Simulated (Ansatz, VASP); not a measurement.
As: VASP beside Ansatz

```
CELL_PARAMETERS angstrom
2.99421 0.00000 0.00000
-1.49711 2.59307 0.00000
0.00000 0.00000 10.14655
ATOMIC_POSITIONS crystal
As 0.00000 0.00000 0.00000
As 0.00000 0.00000 0.50000
As 0.33333 0.66667 0.25000
As 0.66667 0.33333 0.75000
```

Alike in both runs: task single point; functional RPBE; k mesh 14 × 14 × 4; occupations fermi-dirac, width 0.1 eV; no spin polarisation.

|  | VASP | Ansatz |
| --- | --- | --- |
| version | VASP 6.6.1 | Ansatz 0.2.0 |
| potentials or method | VASP PAW PBE potentials, release 64 (As), cutoff 520 eV | plane waves (420 eV) with PAW, scalar-relativistic |
| valence electrons in the cell | 20 | 60 |

```tsv
	VASP	Ansatz	Ansatz less VASP
pressure (GPa)	-0.1	-0.1	+0.02
traceless stress, the component that is largest in VASP (GPa)	0.47	0.48	+0.005
```

VASP's potentials were made for PBE, not for RPBE. VASP's potentials hold 20 valence electrons a cell and Ansatz's 60, so a difference there can come from the potentials and not from the codes.
